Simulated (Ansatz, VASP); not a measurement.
# Mo: VASP beside Ansatz

The input INCAR:

```
PREC = Accurate
ENCUT = 520
EDIFF = 1E-7
ISMEAR = 0
SIGMA = 0.15
LREAL = False
LASPH = True
NELM = 60
ALGO = Fast
ISIF = 2
LWAVE = False
LCHARG = False
GGA = PE
NBANDS = 13
```

File KPOINTS:

```
regular mesh
0
Gamma
  22 22 22
```

File POSCAR:

```
Mo
1.0
   -1.5945650000      1.5710000000      1.5710000000
    1.5945650000     -1.5710000000      1.5710000000
    1.5945650000      1.5710000000     -1.5710000000
Mo
1
Direct
    0.0000000000      0.0000000000      0.0000000000
```

Input for Ansatz:

```yaml
crystal:
  lattice:
    - [-1.594565, 1.571, 1.571]
    - [1.594565, -1.571, 1.571]
    - [1.594565, 1.571, -1.571]
  atoms:
    - { symbol: Mo, position: [0.0, 0.0, 0.0] }
basis:
  ecutwfc: 420
kpoints:
  mp_grid: { grid: [22, 22, 22] }
hamiltonian:
  xc: pbe
scf:
  occupations: { method: gaussian, width: 0.15 }
output:
  forces: true
  stress: true
  eigenvalues: true
```

Change from the starting cell: strain +0.0150 x Voigt [1, 0, 0, 0, 0, 0], atoms carried along.

Alike in both runs: task single point; functional PBE; k mesh 22 × 22 × 22; occupations gaussian, width 0.15 eV; no spin polarisation.

```csv
,VASP,Ansatz
version,VASP 6.6.1,Ansatz 0.2.0
potentials or method,"VASP PAW PBE potentials, release 64 (Mo_sv), cutoff 520 eV","scalar-relativistic, plane waves, PAW"
valence electrons in the cell,14,14
```

|  | VASP | Ansatz | Ansatz less VASP |
| --- | --- | --- | --- |
| gap on the k mesh at the Fermi level (eV) | none | none | - |
| pressure (GPa) | 1.3 | 0.8 | -0.51 |
| traceless stress, the component that is largest in VASP (GPa) | -2.93 | -2.94 | -0.001 |

A gap of «none» marks a metal or a gap that the smearing closes.
